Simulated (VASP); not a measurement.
# PbS (Fm-3m) in VASP: notebook

Aim: see how the results for PbS move with the level of theory and the settings. Levels: PBE, r2SCAN. Tasks: relaxation of cell and atoms, single point.

Everything below comes from runs of VASP 6.6.1. Logs are shortened: lines on timing, memory, paths and dates and some standing lists are left out, and cuts for length are marked.

### Step 1. The cell of the first run

It takes space group Fm-3m (No. 225, cubic). Conventional cell: a = 5.323 Å, b = 5.323 Å, c = 5.323 Å, α = 90.00°, β = 90.00°, γ = 90.00°. Within 3.5 Å of Pb (site symmetry m-3m) lie 6 S at 2.66 Å. Within 3.5 Å of S (site symmetry m-3m) lie 6 Pb at 2.66 Å.

### Step 2. Relaxation of cell and atoms, PBE

The input, INCAR:

```
ALGO = Normal ; EDIFF = 1E-6
EDIFFG = -0.005 ; ENCUT = 600
GGA = PE ; IBRION = 2
ISIF = 3 ; ISMEAR = -1
LASPH = T ; LCHARG = F
LREAL = F ; LWAVE = F
NELM = 80 ; NSW = 80
PREC = Accurate ; SIGMA = 0.02
```

The input, KPOINTS:

```
k-points
0
Gamma
  8 8 8
```

The input, POSCAR:

```
PbS
1.0
    0.0000000000      2.6616250000      2.6616250000
    2.6616250000      0.0000000000      2.6616250000
    2.6616250000      2.6616250000      0.0000000000
Pb S
1 1
Direct
    0.0000000000      0.0000000000      0.0000000000
    0.5000000000      0.5000000000      0.5000000000
```

Potentials or basis: VASP PAW PBE potentials, release 64 (Pb_d, S).

Launch:

```console
$ cat potpaw_PBE.64/Pb_d/POTCAR potpaw_PBE.64/S/POTCAR > POTCAR
$ mpirun -np 1 vasp_std > vasp.out
```

OUTCAR:

```text
EDIFF = 1E-6
   EDIFFG = -0.005
   ENCUT = 600
   GGA = PE
   IBRION = 2
   ISIF = 3
   ISMEAR = -1
   LASPH = T
   LREAL = F
   NELM = 80
   NSW = 80
   PREC = Accurate

 ion  position               nearest neighbor table
   1  0.000  0.000  0.000-   2 2.66   2 2.66   2 2.66   2 2.66   2 2.66   2 2.66
   2  0.500  0.500  0.500-   1 2.66   1 2.66   1 2.66   1 2.66   1 2.66   1 2.66

  LATTYP: Found a face centered cubic cell.
 ALAT       =     5.3232500000

  Lattice vectors:

 A1 = (   0.0000000000,   2.6616250000,   2.6616250000)
 A2 = (   2.6616250000,   0.0000000000,   2.6616250000)
 A3 = (   2.6616250000,   2.6616250000,   0.0000000000)

Analysis of symmetry for initial positions (statically):
=====================================================================
 Subroutine PRICEL returns:
 Original cell was already a primitive cell.

 Routine SETGRP: Setting up the symmetry group for a
 face centered cubic supercell.

 Subroutine GETGRP returns: Found 48 space group operations
 (whereof 48 operations were pure point group operations)
 out of a pool of 48 trial point group operations.

The static configuration has the point symmetry O_h .

Analysis of symmetry for dynamics (positions and initial velocities):
=====================================================================
 Subroutine PRICEL returns:
 Original cell was already a primitive cell.

 Routine SETGRP: Setting up the symmetry group for a
 face centered cubic supercell.

 Subroutine GETGRP returns: Found 48 space group operations
 (whereof 48 operations were pure point group operations)
 out of a pool of 48 trial point group operations.

The dynamic configuration has the point symmetry O_h .

 Subroutine INISYM returns: Found 48 space group operations
 (whereof 48 operations are pure point group operations),
 and found     1 'primitive' translations

----------------------------------------------------------------------------------------

                                     Primitive cell

  volume of cell :      37.7112

  direct lattice vectors                    reciprocal lattice vectors
     0.000000000  2.661625000  2.661625000    -0.187855164  0.187855164  0.187855164
     2.661625000  0.000000000  2.661625000     0.187855164 -0.187855164  0.187855164
     2.661625000  2.661625000  0.000000000     0.187855164  0.187855164 -0.187855164

  length of vectors
     3.764106173  3.764106173  3.764106173     0.325374688  0.325374688  0.325374688

  position of ions in fractional coordinates (direct lattice)
     0.000000000  0.000000000  0.000000000
     0.500000000  0.500000000  0.500000000

  ion indices of the primitive-cell ions
   primitive index   ion index
                 1           1
                 2           2

----------------------------------------------------------------------------------------

 KPOINTS: k-points

Automatic generation of k-mesh.
 Grid dimensions read from file:
 generate k-points for:    8    8    8

 Generating k-lattice:

  Cartesian coordinates                     Fractional coordinates (reciprocal lattice)
    -0.023481895  0.023481895  0.023481895     0.125000000  0.000000000  0.000000000
     0.023481895 -0.023481895  0.023481895     0.000000000  0.125000000  0.000000000
     0.023481895  0.023481895 -0.023481895     0.000000000  0.000000000  0.125000000

  Length of vectors
     0.040671836  0.040671836  0.040671836

  Shift w.r.t. Gamma in fractional coordinates (k-lattice)
     0.000000000  0.000000000  0.000000000

 Subroutine IBZKPT returns following result:
 ===========================================

 Found     29 irreducible k-points:

 Following reciprocal coordinates:
            Coordinates               Weight
  0.000000  0.000000  0.000000      1.000000
  0.125000  0.000000  0.000000      8.000000
  0.250000  0.000000  0.000000      8.000000
  0.375000  0.000000  0.000000      8.000000
  0.500000  0.000000  0.000000      4.000000
  0.125000  0.125000  0.000000      6.000000
[... 16 lines left out ...]
  0.500000  0.250000  0.125000     48.000000
 -0.375000  0.250000  0.125000     24.000000
 [... further k-points ...]
   k-points           NKPTS =     29   k-points in BZ     NKDIM =     29   number of bands    NBANDS=     14
   number of dos      NEDOS =    301   number of ions     NIONS =      2
   total plane-waves  NPLWV =  27000
   dimension x,y,z NGX =    30 NGY =   30 NGZ =   30
   dimension x,y,z NGXF=    60 NGYF=   60 NGZF=   60
   ions per type =               1   1
   NGX,Y,Z   is equivalent  to a cutoff of  13.25, 13.25, 13.25 a.u.
   NGXF,Y,Z  is equivalent  to a cutoff of  26.50, 26.50, 26.50 a.u.
 SYSTEM =  unknown system
   PREC   = accura    normal or accurate (medium, high low for compatibility)
   ISTART =      0    job   : 0-new  1-cont  2-samecut
   ICHARG =      2    charge: 1-file 2-atom 10-const
   ISPIN  =      1    spin polarized calculation?
   LNONCOLLINEAR =      F non collinear calculations
   LSORBIT =      F    spin-orbit coupling
   LASPH  =      T    aspherical Exc in radial PAW
   ENCUT  =  600.0 eV  44.10 Ry    6.64 a.u.   7.52  7.52  7.52*2*pi/ulx,y,z
   NELM   =     80;   NELMIN=  2; NELMDL= -5     # of ELM steps
   EDIFF  = 0.1E-05   stopping-criterion for ELM
   LREAL  =      F    real-space projection
   EDIFFG = -.5E-02   stopping-criterion for IOM
   NSW    =     80    number of steps for IOM
   IBRION =      2    ionic relax: 0-MD 1-quasi-New 2-CG
   NFREE  =      1    steps in history (QN), initial steepest desc. (CG)
   ISIF   =      3    stress and relaxation
   ISYM   =      2    0-nonsym 1-usesym 2-fastsym
   POTIM  = 0.5000    time-step for ionic-motion
   TEBEG  =    0.0;   TEEND  =   0.0 temperature during run
   PSTRESS=    0.0 pullay stress
   NELECT =      20.0000    total number of electrons
   NUPDOWN=      -1.0000    fix difference up-down
   EMIN   =  10.00;   EMAX   =-10.00  energy-range for DOS
   EFERMI =   0.00;   METHOD = LEGACY
   ISMEAR =    -1;   SIGMA  =   0.02  broadening in eV -4-tet -1-fermi 0-gaus
   EFERMI_NEDOS =   21; number of points for ismear=-14 and -15
   IALGO  =     38    algorithm
   IMIX   =      4    mixing-type and parameters
     AMIX     =   0.40;   BMIX     =  1.00
     AMIX_MAG =   1.60;   BMIX_MAG =  1.00
  volume/ion in A,a.u.               =      18.86       127.24
  Fermi-wavevector in a.u.,A,eV,Ry     =   1.325139  2.504149 23.891725  1.755992
  Thomas-Fermi vector in A             =   2.454622
   LORBIT       =      0    0 simple, 1 ext, 2 COOP (PROOUT), +10 PAW based schemes
   GGA     = PE    functional components
   LHFCALC =     F    Hartree Fock is set to
   AEXX    =    0.0000 exact exchange contribution
   IVDW    =     0    specifies the selected vdW correction
   LEPSILON=     F    determine dielectric tensor
   LRPA    =     F    only Hartree local field effects (RPA)
 conjugate gradient relaxation of ions
 non-spin polarized calculation
  energy-cutoff  :      600.00
  volume of cell :       37.71
 maximum number of plane-waves:      1283
   NGX = 15   NGY = 15   NGZ = 15

--------------------------------------- Ionic step        1  -------------------------------------------

 number of electron      20.0000001 magnetization

 Free energy of the ion-electron system (eV)
  ---------------------------------------------------
  ext. energy  EPLUGINS =         0.00000000
  ---------------------------------------------------
  free energy    TOTEN  =        -7.23529167 eV

  energy without entropy =       -7.23529167  energy(sigma->0) =       -7.23529167

 E-fermi :  10.7785     XC(G=0): -11.3103

 val. band max:       10.4068148945   @ k =  -0.2500   0.1250   0.0000
 cond. band min:      11.1493258015   @ k =  -0.3750   0.1250   0.0000
 fundamental gap:      0.7425109071
 Fermi energy:        10.7785091283

 k-point     1 :       0.0000    0.0000    0.0000
  band No.  band energies     occupation
      1      -6.9329      2.00000
      2      -6.9329      2.00000
      3      -6.9329      2.00000
      4      -6.9321      2.00000
      5      -6.9321      2.00000
      6      -6.3266      2.00000
      7       5.6205      2.00000
      8       6.7990      2.00000
      9       6.7990      2.00000
     10       6.7990      2.00000
     11      16.5701      0.00000
     12      16.5701      0.00000
     13      16.5701      0.00000
     14      17.0762      0.00000
[... 866 lines left out ...]
 POSITION                                       TOTAL-FORCE (eV/Angst)
 -----------------------------------------------------------------------------------
      3.27833      3.27833      6.55666        -0.000000     -0.000000      0.000000
      3.27833      3.27833      3.27833         0.000000      0.000000     -0.000000
 -----------------------------------------------------------------------------------
    total drift:                                0.000000      0.000000      0.000000

  FREE ENERGIE OF THE ION-ELECTRON SYSTEM (eV)
  ---------------------------------------------------
  free  energy   TOTEN  =        -8.2621915846 eV

  energy  without entropy=       -8.2621915846  energy(sigma->0) =       -8.26219158

--------------------------------------- Ionic step        3  -------------------------------------------

 number of electron      20.0000001 magnetization

 Free energy of the ion-electron system (eV)
  ---------------------------------------------------
  ext. energy  EPLUGINS =         0.00000000
  ---------------------------------------------------
  free energy    TOTEN  =        -8.76368586 eV

  energy without entropy =       -8.76368583  energy(sigma->0) =       -8.76368585

 E-fermi :   5.5472     XC(G=0):  -9.5064

 val. band max:        5.2996860303   @ k =   0.5000   0.0000   0.0000
 cond. band min:       5.7946333020   @ k =   0.5000   0.0000   0.0000
 fundamental gap:      0.4949472717
 Fermi energy:         5.5471557477

 k-point     1 :       0.0000    0.0000    0.0000
  band No.  band energies     occupation
      1     -11.4305      2.00000
      2     -11.4305      2.00000
      3     -11.4305      2.00000
      4     -11.4132      2.00000
      5     -11.4132      2.00000
      6      -7.9286      2.00000
      7      -0.7663      2.00000
      8       3.3482      2.00000
      9       3.3482      2.00000
     10       3.3482      2.00000
     11      10.4383      0.00000
     12      10.4383      0.00000
     13      10.4383      0.00000
     14      12.1616      0.00000
[... 413 lines left out ...]
 POSITION                                       TOTAL-FORCE (eV/Angst)
 -----------------------------------------------------------------------------------
      0.00000      0.00000     -0.00000         0.000000      0.000000      0.000000
      3.00311      3.00311      3.00311        -0.000000     -0.000000     -0.000000
 -----------------------------------------------------------------------------------
    total drift:                               -0.000000      0.000000      0.000000

  FREE ENERGIE OF THE ION-ELECTRON SYSTEM (eV)
  ---------------------------------------------------
  free  energy   TOTEN  =        -8.7636858638 eV

  energy  without entropy=       -8.7636858285  energy(sigma->0) =       -8.76368585

 reached required accuracy - stopping structural energy minimisation
```

Wall time 30 s (1 thread of AMD EPYC 9R45 (Zen 5), shared host); peak memory 0.15 GiB.

Results:

```
Free energy                            : -8.7637 eV
Relaxed volume                         : 27.08 Å³/atom
Relaxed cell                           : a = 4.247 Å, b = 4.247 Å, c = 4.247 Å, α = 60.00°, β = 60.00°, γ = 60.00°
Space group after relaxing (to 0.05 Å) : Fm-3m (No. 225)
Energy gained by relaxing              : 764.2 meV/atom
Ionic steps                            : 3
Pressure after relaxing                : 0.0 GPa
Band gap on the k mesh                 : 0.49 eV, direct
```

The path:
```
step  energy change (eV)  largest force (eV/Å)  pressure (GPa)  volume (Å³)
   1              0.0000                0.0000           40.81        37.71
   2             -1.0269                0.0000           -7.80        70.47
   3             -1.5284                0.0000            0.03        54.17
```

Final structure:
```
Pb S
1.0
     0.00000    3.00311    3.00311
     3.00311    0.00000    3.00311
     3.00311    3.00311    0.00000
Pb S
1 1
Cartesian
  0.0000 0.0000 0.0000
  3.0031 3.0031 3.0031
```

Caveat: the volume moved by over 15 % at a fixed basis, so the end points are rough; spin-orbit coupling is left out, which moves the levels of the heavy elements. A k mesh can miss the band edges.

(Continued in part 2 of 2.)
